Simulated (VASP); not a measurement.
A run of VASP 6.6.1:

File INCAR:

```
PREC = Accurate ; ENCUT = 520
EDIFF = 1E-7 ; ISMEAR = 0
SIGMA = 0.02 ; LREAL = F
LASPH = T ; NELM = 80
ALGO = Normal ; ISIF = 2
LWAVE = F ; LCHARG = T
GGA = PE ; LELF = T
LVHAR = T ; NBANDS = 28
```

Contents of KPOINTS:

```
regular mesh
0
Gamma
  8 8 8
```

The input POSCAR:

```
BaTiO3
1.0
    3.8904089394      0.0000000000      0.0000000000
    0.0000000000      2.7518694326      2.7521094949
    0.0000000000     -2.7518694326      2.7521094949
Ba Ti O
1 1 3
Direct
    0.0000000000     -0.0007434577     -0.0007434577
    0.5000000000      0.4992862886      0.4992862886
    0.0000000000      0.4992277114      0.4992277114
    0.5000000000      0.4992268542      0.9992226034
    0.5000000000      0.9992226034      0.4992268542
```

Potentials or basis: VASP PAW PBE potentials, release 64 (Ba_sv, Ti_sv, O).

Launch:

```console
$ cat potpaw_PBE.64/Ba_sv/POTCAR potpaw_PBE.64/Ti_sv/POTCAR potpaw_PBE.64/O/POTCAR > POTCAR
$ mpirun -np 1 vasp_std > vasp.out
```

Hardware: 1 thread of AMD EPYC 9R45 96-Core Processor (Zen 5), on a shared host.

How long does it take, and how much memory?

It took 95 s on 1 thread of AMD EPYC 9R45 96-Core Processor (Zen 5), on a shared host, peak memory 0.27 GiB. Counts: scf iterations 18, k points 105.
